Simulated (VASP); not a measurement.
# SnO2: single point with PBEsol

The system is SnO2.

```
Sn O
1.0
     0.00000    2.52160    2.52160
     2.52160    0.00000    2.52160
     2.52160    2.52160    0.00000
Sn O
1 2
Direct
  0.00000 0.00000 0.00000
  0.75000 0.75000 0.75000
  0.25000 0.25000 0.25000
```

```
Program                : VASP 6.6.1
Task                   : single point
Functional             : PBEsol
Potentials or basis    : VASP PAW PBE potentials, release 64 (Sn_d, O)
Cutoff                 : 520 eV
k mesh                 : 9 × 9 × 9
Occupations            : fermi-dirac, width 0.05 eV
Spin                   : no spin polarisation
Dipole correction      : no
Further INCAR settings : ALGO = Normal; EDIFF = 1e-06; NBANDS = 20
```

```
Pressure               : 6.0 GPa
Band gap on the k mesh : 0.43 eV, indirect (least direct gap 1.79 eV)
```

Levels at points of the mesh, in eV from the valence-band top:
| k point | band 11 | band 12 | band 13 | band 14 | band 15 | band 16 |
| --- | --- | --- | --- | --- | --- | --- |
| (0.00, 0.00, 0.00) | -1.36 | -1.36 | -1.36 | 0.43 | 7.09 | 7.09 |

It took 17 s on 1 thread of Intel Xeon 6975P-C, on a shared host, peak memory 0.17 GiB.

Caveat: the PAW data sets were made with another functional, which shifts forces and pressure a little; spin-orbit coupling is left out, which moves the levels of the heavy elements. A k mesh can miss the band edges.
